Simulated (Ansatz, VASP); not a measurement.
**Sn: VASP beside Ansatz**

File POSCAR:

```
Sn
1.0
   -1.9257172065      1.9257172065      1.9257172065
    1.9257172065     -1.9257172065      1.9257172065
    1.9257172065      1.9257172065     -1.9257172065
Sn
1
Direct
    0.0000000000      0.0000000000      0.0000000000
```

File INCAR.step1:

```
SYSTEM = Sn
  PREC = Accurate
  ENCUT = 520
  ISMEAR = -1
  SIGMA = 0.08
  LREAL = .FALSE.
  LASPH = .TRUE.
  NELM = 100
  NBANDS = 13
  GGA = PE
  ALGO = Normal
  EDIFF = 1E-4
  LWAVE = .TRUE.
  LCHARG = .FALSE.
```

The input INCAR.step2:

```
SYSTEM = Sn
  PREC = Accurate
  ENCUT = 520
  EDIFF = 1E-8
  ISMEAR = -1
  SIGMA = 0.08
  LREAL = .FALSE.
  LASPH = .TRUE.
  NELM = 100
  ALGO = Normal
  ISIF = 2
  LWAVE = .FALSE.
  LCHARG = .FALSE.
  METAGGA = R2SCAN
  LMIXTAU = .TRUE.
  LEFG = .TRUE.
  NBANDS = 13
  ISTART = 1
```

File KPOINTS:

```
Automatic mesh
0
G
  14 14 14
  0 0 0
```

Input for Ansatz:

```yaml
crystal:
  lattice:
    - [-1.9257172065, 1.9257172065, 1.9257172065]
    - [1.9257172065, -1.9257172065, 1.9257172065]
    - [1.9257172065, 1.9257172065, -1.9257172065]
  atoms:
    - { symbol: Sn, position: [0.0, 0.0, 0.0] }
kpoints:
  mp_grid: { grid: [14, 14, 14] }
scf:
  occupations: { method: fermi_dirac, width: 0.08 }
hamiltonian:
  xc: r2scan
  pseudopotentials: { kind: all_electron, datasets: crystal }
output:
  forces: true
  stress: true
  eigenvalues: true
  efg: { contact_densities: true }
```

Change from the starting cell: volume scaled by 1.05, crystal datasets.

Alike in both runs: task electric field gradients; functional r2SCAN; k mesh 14 × 14 × 14; occupations fermi-dirac, width 0.08 eV; no spin polarisation.

|  | VASP | Ansatz |
| --- | --- | --- |
| version | VASP 6.6.1 | Ansatz 0.2.0 |
| potentials or method | VASP PAW PBE potentials, release 64 (Sn_d), cutoff 520 eV | all-electron PAW with datasets made for the crystal, scalar-relativistic |

|  | VASP | Ansatz | Ansatz less VASP |
| --- | --- | --- | --- |
| pressure (GPa) | -2.7 | -2.7 | +0.03 |

VASP's potentials were made for PBE, not for r2SCAN. Ansatz ran all-electron here, and VASP with PAW potentials.
